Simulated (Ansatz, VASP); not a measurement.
## Os2C3 in VASP and in Ansatz

```
Os C
1.0
     3.29585    0.00000    0.00000
    -1.64793    2.85429    0.00000
     0.00000    0.00000    5.12781
Os C
2 3
Direct
  0.33333 0.66667 0.24500
  0.66667 0.33333 0.75500
  0.00000 0.00000 0.00000
  0.33333 0.66667 0.64500
  0.66667 0.33333 0.35500
```

Alike in both runs: task single point; functional r2SCAN; k mesh 6 × 6 × 4; occupations gaussian, width 0.1 eV; no spin polarisation.

|  | VASP | Ansatz |
| --- | --- | --- |
| version | VASP 6.6.1 | Ansatz 0.2.0 |
| potentials or method | VASP PAW PBE potentials, release 64 (Os_sv_GW, C), cutoff 660 eV | scalar-relativistic, plane waves, PAW |
| valence electrons in the cell | 44 | 44 |

Ansatz gave:

| Property | Result |
| --- | --- |
| gap on the k mesh at the Fermi level (eV) | none |
| pressure (GPa) | 18.3 |
| traceless stress, the component that is largest in VASP (GPa) | 3.43 |
| rms of the force components (eV/Å) | 0.705 |

Question: What did VASP give for the same quantities?

Answer: gap on the k mesh at the Fermi level (eV): none; pressure (GPa): 18.2; traceless stress, the component that is largest in VASP (GPa): 3.46; rms of the force components (eV/Å): 0.698.

VASP's potentials were made for PBE, not for r2SCAN. Atom by atom the forces differ by 0.008 eV/Å (rms over components). A gap of «none» marks a metal or a gap that the smearing closes. With one functional, cell and mesh, what is left measures potentials, basis and numerics.

The k mesh is coarse, so the values compare programs but aren't converged. Spin-orbit coupling is off throughout.
